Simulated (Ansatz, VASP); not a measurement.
## One calculation of NiO, two programs

Contents of INCAR:

```
PREC = Accurate
ENCUT = 600
EDIFF = 1E-6
ISMEAR = 0
SIGMA = 0.05
LREAL = F
LASPH = T
NELM = 150
ALGO = Normal
ISIF = 3
LWAVE = F
LCHARG = F
ISPIN = 2
MAGMOM = 1.86 -1.86 0 0
LORBIT = 11
LMAXMIX = 4
LDAU = T
LDAUTYPE = 2
LDAUL = 2 -1
LDAUU = 6.2 0
LDAUJ = 0 0
LDAUPRINT = 1
GGA = PE
IBRION = 2
NSW = 50
EDIFFG = -0.01
```

File KPOINTS:

```
regular mesh
0
Gamma
  10 10 10
```

The input POSCAR:

```
NiO
1.0
   -2.1337896542     -2.1337896542      4.2675793084
   -4.2675793084     -2.1337896542      2.1337896542
   -2.1337896542     -4.2675793084      2.1337896542
Ni O
2 2
Direct
    0.0000000000      0.0000000000      0.0000000000
    0.5000000000      0.5000000000      0.5000000000
    1.2500000000     -0.7500000000     -0.7500000000
    1.7500000000     -0.2500000000     -0.2500000000
```

Input for Ansatz:

```yaml
crystal:
  lattice:
    - [-2.1337896542, -2.1337896542, 4.2675793084]
    - [-4.2675793084, -2.1337896542, 2.1337896542]
    - [-2.1337896542, -4.2675793084, 2.1337896542]
  atoms:
    - { symbol: Ni, position: [0.0, 0.0, 0.0], spin: 1.86 }
    - { symbol: O, position: [1.25, -0.75, -0.75] }
    - { symbol: Ni, position: [0.5, 0.5, 0.5], spin: -1.86 }
    - { symbol: O, position: [1.75, -0.25, -0.25] }
basis:
  ecutwfc: 420
  ecutrho_ratio: 4
kpoints:
  mp_grid: { grid: [10, 10, 10] }
hamiltonian:
  xc: pbe
  hubbard: { sites: [{ species: Ni, l: d, u_eff: 6.2 }] }
scf:
  occupations: { method: gaussian, width: 0.05 }
  lower_state_search: "off"
output:
  forces: true
  stress: true
  eigenvalues: true
  populations: true
magnetization:
  spin_polarized: true
relax:
  f_tol: 0.01
  max_steps: 30
  cell: { stress_tol: 0.05 }
checkpoint:
  read: start.run
  write: ck
  compress: false
  write_wavefunctions: false
  write_every: 100000
```

Alike in both runs: task relaxation of cell and atoms; functional PBE; k mesh 10 × 10 × 10; occupations gaussian, width 0.05 eV; collinear spin; Hubbard terms Ni d U = 6.2 eV.

|  | VASP | Ansatz |
| --- | --- | --- |
| version | VASP 6.6.1 | Ansatz 0.2.0 |
| potentials or method | VASP PAW PBE potentials, release 64 (Ni, O), cutoff 600 eV | scalar-relativistic, plane waves, PAW |
| valence electrons in the cell | 32 | 48 |

|  | VASP | Ansatz | Ansatz less VASP |
| --- | --- | --- | --- |
| gap on the k mesh at the Fermi level, each at its own relaxed structure (eV) | 3.41 | 2.77 | -0.638 |
| net moment per atom (μB) | 0.00 | 0.00 | 0.000 |
| size of the moment on the site where the two differ most (μB) | 1.75 | 1.69 | -0.063 |
| relaxed volume (Å³/atom) | 9.13 | 9.60 | +0.471 |

Site moments also hang on the region over which each program counts them. The programs project onto different local orbitals, so the same U acts differently, and such runs can settle in different states. VASP's potentials hold 32 valence electrons a cell and Ansatz's 48, so a difference there can come from the potentials and not from the codes.
